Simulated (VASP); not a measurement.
Write the native input for VASP 6.6.1 that does the following.

```
Task                   : relaxation of the atoms
Functional             : PBE
Potentials or basis    : VASP PAW PBE potentials, release 64 (Si, C)
Cutoff                 : 640 eV
k mesh                 : 8 × 8 × 5
Occupations            : gaussian, width 0.03 eV
Spin                   : no spin polarisation
Tolerance level        : tight
Purpose                : geometry
Further INCAR settings : ALGO = Normal; EDIFF = 1e-07; IBRION = 2; EDIFFG = -0.002; NSW = 120
```

The structure of SiC lies in POSCAR:

```
SiC
1.0
    3.0760000000      0.0000000000      0.0000000000
   -1.5380000000      2.6638941420      0.0000000000
    0.0000000000      0.0000000000      5.0480000000
Si C
2 2
Direct
    0.6796820000      0.2994540000      0.5067900000
    0.3167510000      0.6096700000      0.0027990000
    0.6536670000      0.3357220000      0.8669840000
    0.3558160000      0.6528810000      0.3971890000
```

This cell differs from its parent crystal: atoms moved at random.

The input as run:

INCAR

```
SYSTEM = SiC
GGA = PE
ISMEAR = 0
SIGMA = 0.03
LWAVE = .FALSE.
LCHARG = .FALSE.
ISIF = 2
NSW = 120
PREC = Accurate
LASPH = .TRUE.
LREAL = .FALSE.
ALGO = Normal
EDIFF = 1E-7
NELM = 120
GGA_COMPAT = .FALSE.
IBRION = 2
EDIFFG = -0.002
NELMIN = 4
ENCUT = 640
EFERMI = MIDGAP
KPAR = 2
```

KPOINTS

```
Automatic mesh
0
Gamma
  8 8 5
  0 0 0
```

Potentials or basis: VASP PAW PBE potentials, release 64 (Si, C).

Launch:

```console
$ cat potpaw_PBE.64/Si/POTCAR potpaw_PBE.64/C/POTCAR > POTCAR
$ mpirun -np 2 vasp_std > vasp.out
```

It gave:

```
Energy gained by relaxing : 122.5 meV/atom
Ionic steps               : 17
Pressure after relaxing   : 3.2 GPa
Band gap on the k mesh    : 2.53 eV (least direct gap 3.97 eV)
```

Caveat: the cell differs from its parent crystal (atoms moved at random); an odd mesh through Γ misses points on the zone boundary, where band edges can lie.

Run time: 5.3 min on 2 MPI ranks on AMD EPYC 7R13 Processor (Zen 3), with other jobs on the host, peak memory 0.22 GiB a rank.
